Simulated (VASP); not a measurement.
Set up this calculation in VASP 6.6.1, as the native input.

* Task: relaxation of cell and atoms
* Functional: PBE
* Potentials or basis: VASP PAW PBE potentials, release 64 (Cu, P)
* Cutoff: 600 eV
* k mesh: 20 × 20 × 16
* Occupations: gaussian, width 0.1 eV
* Spin: no spin polarisation
* Dipole correction: no
* Further INCAR settings: ALGO = Normal; EDIFF = 1e-06; IBRION = 2; EDIFFG = -0.01; NSW = 100; ISIF = 3

The structure of CuP lies in POSCAR:

```
CuP
1.0
    2.7003857074      0.0000000000      0.0000000000
    0.0000000000      2.7003857074      0.0000000000
    0.0000000000      0.0000000000      3.6686323192
Cu P
1 1
Direct
    0.5000000000      0.5000000000      0.5000000000
    0.0000000000      0.0000000000      0.0000000000
```

One way to write it, as run:

INCAR

```
  PREC = Accurate
  ENCUT = 600
  EDIFF = 1E-6
  ISMEAR = 0
  SIGMA = 0.1
  LREAL = False
  LASPH = True
  NELM = 80
  ALGO = Normal
  ISIF = 3
  LWAVE = False
  LCHARG = False
  GGA = PE
  IBRION = 2
  NSW = 100
  EDIFFG = -0.01
```

KPOINTS

```
Automatic mesh
0
Gamma
  20 20 16
```

Potentials or basis: VASP PAW PBE potentials, release 64 (Cu, P).

Launch:

```sh
$ cat potpaw_PBE.64/Cu/POTCAR potpaw_PBE.64/P/POTCAR > POTCAR
$ mpirun -np 1 vasp_std > vasp.out
```

It gave:

```yaml
Relaxed_volume: 13.51 Å³/atom
Relaxed_cell: a = 2.748 Å, b = 2.748 Å, c = 3.577 Å, α = 90.00°, β = 90.00°, γ = 90.00°
Space_group_after_relaxing_to_0.1_Å: P4/mmm (No. 123)
Energy_gained_by_relaxing: 3.4 meV/atom
Ionic_steps: 5
Pressure_after_relaxing: 0.0 GPa
Band_gap_on_the_k_mesh: zero (bands 8 and 9 overlap by 4.81 eV)
```

It took 3.5 min on 1 thread of Intel(R) Xeon(R) 6975P-C (Granite Rapids), with other jobs on the host, peak memory 0.37 GiB.
